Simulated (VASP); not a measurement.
Write the native input for VASP 6.6.1 that does the following.

* Task: single point
* Functional: LDA
* Potentials or basis: VASP PAW LDA potentials, release 64 (Hf_pv, N)
* Cutoff: 520 eV
* k mesh: 16 × 16 × 16
* Occupations: gaussian, width 0.15 eV
* Spin: no spin polarisation
* Dipole correction: no
* Further INCAR settings: ALGO = Normal; EDIFF = 1e-06; NBANDS = 14

The structure of HfN lies in POSCAR:

```
HfN
1.0
    0.0000000000      2.4548220000      2.5775631000
    2.4548220000      0.0000000000      2.5775631000
    2.4548220000      2.4548220000      0.0000000000
Hf N
1 1
Direct
    0.0000000000      0.0000000000      0.0000000000
    0.7500000000      0.7500000000      0.7500000000
```

This cell differs from its parent crystal: strain +0.000 along x and y, +0.050 along z.

One way to write it, as run:

INCAR

```
  PREC = Accurate
  ENCUT = 520
  EDIFF = 1E-6
  ISMEAR = 0
  SIGMA = 0.15
  LREAL = False
  LASPH = True
  NELM = 60
  ALGO = Normal
  ISIF = 2
  LWAVE = False
  LCHARG = False
  NBANDS = 14
```

KPOINTS

```
Automatic mesh
0
Gamma
  16 16 16
```

Potentials or basis: VASP PAW LDA potentials, release 64 (Hf_pv, N).

The run is started by

```sh
$ cat potpaw_LDA.64/Hf_pv/POTCAR potpaw_LDA.64/N/POTCAR > POTCAR
$ mpirun -np 1 vasp_std > vasp.out
```

Results of the run:

```
Pressure               : -17.8 GPa
Band gap on the k mesh : zero (an odd number of electrons rules out a gap without spin polarisation)
```

Caveat: the cell differs from its parent crystal (strain +0.000 along x and y, +0.050 along z); the stress differs along the axes, from -23 to -15 GPa; spin-orbit coupling is left out, which moves the levels of the heavy elements; an odd number of electrons without spin polarisation forces a metal; a magnetic or distorted state may lie lower.

Run time: 77 s on 1 thread of AMD EPYC 9R45 96-Core Processor (Zen 5), on a shared host, peak memory 0.24 GiB.
